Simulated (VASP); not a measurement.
Input of a VASP 6.6.1 run:

The input POSCAR:

```
LiCl
1.0
    0.0000000000      2.7330425439      2.7330425439
    2.6603436122      0.0000000000      2.7330425439
    2.6603436122      2.7330425439      0.0000000000
Li Cl
1 1
Direct
    0.0000000000      0.0000000000      0.0000000000
    0.2500000000      0.2500000000      0.2500000000
```

Contents of INCAR.step1:

```
SYSTEM = LiCl
ALGO = Normal
EDIFF = 1E-4
ENCUT = 520
GGA = PE
ISMEAR = 0
LASPH = .TRUE.
LCHARG = .FALSE.
LREAL = .FALSE.
LWAVE = .TRUE.
NBANDS = 12
NELM = 100
PREC = Accurate
SIGMA = 0.01
```

INCAR.step2

```
SYSTEM = LiCl
ALGO = Normal
EDIFF = 1E-6
ENCUT = 520
ISIF = 2
ISMEAR = 0
ISTART = 1
LASPH = .TRUE.
LCHARG = .FALSE.
LMIXTAU = .TRUE.
LREAL = .FALSE.
LWAVE = .FALSE.
METAGGA = R2SCAN
NBANDS = 12
NELM = 100
PREC = Accurate
SIGMA = 0.01
```

File KPOINTS:

```
k-points
0
G
  8 8 8
  0 0 0
```

Potentials or basis: VASP PAW PBE potentials, release 64 (Li_sv, Cl).

Command:

```console
$ cat potpaw_PBE.64/Li_sv/POTCAR potpaw_PBE.64/Cl/POTCAR > POTCAR
$ cp INCAR.step1 INCAR
$ mpirun -np 1 vasp_std > vasp.out
$ cp INCAR.step2 INCAR
$ mpirun -np 1 vasp_std > vasp.out
```

Predict the band gap on the k mesh.

6.84 eV.

Caveat: the cell differs from its parent crystal (uniaxial x strain -2.7%); the structure was generated, so it needn't be the stable form of LiCl. A k mesh can miss the band edges.
